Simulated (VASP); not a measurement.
Input of a VASP 6.6.1 run:

File INCAR:

```
SYSTEM = Si
  PREC = Accurate
  ENCUT = 520
  EDIFF = 1E-7
  ISMEAR = 0
  SIGMA = 0.1
  LREAL = .FALSE.
  LASPH = .TRUE.
  NELM = 60
  ALGO = Normal
  ISIF = 2
  LWAVE = .FALSE.
  LCHARG = .TRUE.
  GGA = PS
  LELF = .TRUE.
  LVHAR = .TRUE.
  NBANDS = 8
```

KPOINTS

```
Automatic mesh
0
G
  26 26 26
  0 0 0
```

POSCAR

```
Si
1.0
   -1.5275504671      1.5275504671      1.5275504671
    1.5275504671     -1.5275504671      1.5275504671
    1.5275504671      1.5275504671     -1.5275504671
Si
1
Direct
    0.0000000000      0.0000000000      0.0000000000
```

Potentials or basis: VASP PAW PBE potentials, release 64 (Si).

The run is started by

```bash
$ cat potpaw_PBE.64/Si/POTCAR > POTCAR
$ mpirun -np 1 vasp_std > vasp.out
```

Problem. What does it give for the band gap on the k mesh?

Solution. Zero (band 2 reaches 21.91 eV, above the bottom of band 3 at 6.01 eV).

Problem. Predict the pressure.

Solution. 0.2 GPa.

Caveat: the PAW data sets were made with another functional, which shifts forces and pressure a little.
